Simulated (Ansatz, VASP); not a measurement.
SiO2: VASP beside Ansatz

File INCAR:

```
PREC     = Accurate       # precision mode
ENCUT    = 600            # plane-wave cutoff, eV
EDIFF    = 1E-7           # SCF threshold, eV
ISMEAR   = 0              # smearing method
SIGMA    = 0.1            # smearing width, eV
LREAL    = False          # projectors in reciprocal space
LASPH    = True           # aspherical terms in the spheres
NELM     = 60             # most SCF steps
ALGO     = Normal         # electronic algorithm
ISIF     = 3              # what is computed and relaxed
LWAVE    = False          # write WAVECAR
LCHARG   = False          # write CHGCAR
GGA      = PE             # functional
IVDW     = 12             # dispersion correction
IBRION   = 2              # ionic algorithm
NSW      = 90             # ionic steps
EDIFFG   = -0.04          # ionic threshold
```

Contents of KPOINTS:

```
Automatic mesh
0
Gamma
  6 6 4
```

POSCAR

```
SiO2
1.0
    3.1579194900      0.0000000000      0.0000000000
   -1.5789597400      2.7348385000      0.0000000000
    0.0000000000      0.0000000000      5.4632092600
Si O
1 2
Direct
    0.0000000000      0.0000000000      0.5000000000
    0.3333333300      0.6666666700      0.7380906100
    0.6666666700      0.3333333300      0.2619093900
```

Input for Ansatz:

```yaml
crystal:
  lattice:
    - [3.15791949, 0.0, 0.0]
    - [-1.57895974, 2.7348385, 0.0]
    - [0.0, 0.0, 5.46320926]
  atoms:
    - { symbol: Si, position: [0.0, 0.0, 0.5] }
    - { symbol: O, position: [0.33333333, 0.66666667, 0.73809061] }
    - { symbol: O, position: [0.66666667, 0.33333333, 0.26190939] }
basis:
  ecutwfc: 420
kpoints:
  mp_grid: { grid: [6, 6, 4] }
hamiltonian:
  xc: pbe
  dispersion: d3bj
scf:
  occupations: { method: gaussian, width: 0.1 }
  lower_state_search: "off"
output:
  forces: true
  stress: true
  eigenvalues: true
relax:
  adjacent_minimum: "off"
  f_tol: 0.04
  max_steps: 70
  cell: { stress_tol: 0.4 }
```

Alike in both runs: task relaxation of cell and atoms; functional PBE; dispersion D3(BJ); k mesh 6 × 6 × 4; occupations gaussian, width 0.1 eV; no spin polarisation.

|  | VASP | Ansatz |
| --- | --- | --- |
| version | VASP 6.6.1 | Ansatz 0.2.0 |
| potentials or method | VASP PAW PBE potentials, release 64 (Si, O), cutoff 600 eV | scalar-relativistic, plane waves, PAW |
| valence electrons in the cell | 16 | 16 |

Ansatz gave:

```
gap on the k mesh at the Fermi level, each at its own relaxed structure (eV)  : 6.16
relaxed volume (Å³/atom)                                                      : 9.62
relaxed length of the cell vector where the two differ most in proportion (Å) : 4.617
```

Task: Which values does VASP return?

Result: gap on the k mesh at the Fermi level, each at its own relaxed structure (eV): 6.04; relaxed volume (Å³/atom): 9.40; relaxed length of the cell vector where the two differ most in proportion (Å): 4.501.

Ansatz's warnings: dispersion switch in reach.

Noted on VASP's run: the volume moved by over 15 % at a fixed basis, so the end points are rough.
